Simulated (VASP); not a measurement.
Input of a VASP 6.6.1 run:

POSCAR

```
Ti3Si
1.0
    5.5111438656      0.0000000000      0.0000000000
   -2.7555719328      4.7727905916      0.0000000000
    0.0000000000      0.0000000000      4.4157329729
Ti Si
6 2
Direct
    0.3434448197      0.1717224099      0.7500000000
    0.8282775901      0.1717224099      0.7500000000
    0.8282775901      0.6565551803      0.7500000000
    0.6565551803      0.8282775901      0.2500000000
    0.1717224099      0.8282775901      0.2500000000
    0.1717224099      0.3434448197      0.2500000000
    0.3333333333      0.6666666667      0.7500000000
    0.6666666667      0.3333333333      0.2500000000
```

Contents of INCAR.step1:

```
SYSTEM = Ti3Si
ALGO = Normal
EDIFF = 1E-4
ENCUT = 520
GGA = PE
ISMEAR = 0
LASPH = .TRUE.
LCHARG = .FALSE.
LREAL = .FALSE.
LWAVE = .TRUE.
NBANDS = 50
NELM = 100
PREC = Accurate
SIGMA = 0.1
```

Contents of INCAR.step2:

```
SYSTEM = Ti3Si
ALGO = Normal
EDIFF = 1E-6
ENCUT = 520
ISIF = 2
ISMEAR = 0
ISTART = 1
LASPH = .TRUE.
LCHARG = .FALSE.
LMIXTAU = .TRUE.
LREAL = .FALSE.
LWAVE = .FALSE.
METAGGA = R2SCAN
NBANDS = 50
NELM = 100
PREC = Accurate
SIGMA = 0.1
```

KPOINTS

```
k-points
0
G
  6 6 8
  0 0 0
```

Potentials or basis: VASP PAW PBE potentials, release 64 (Ti_sv, Si).

Launch:

```console
$ cat potpaw_PBE.64/Ti_sv/POTCAR potpaw_PBE.64/Si/POTCAR > POTCAR
$ cp INCAR.step1 INCAR
$ mpirun -np 1 vasp_std > vasp.out
$ cp INCAR.step2 INCAR
$ mpirun -np 1 vasp_std > vasp.out
```

(1) What does it give for the largest force?

(2) Estimate the band gap on the k mesh.

Results:

(1) 0.015 eV/Å.

(2) zero (bands 40 and 41 overlap by 0.43 eV).

Caveat: the PAW data sets were made with another functional, which shifts forces and pressure a little.
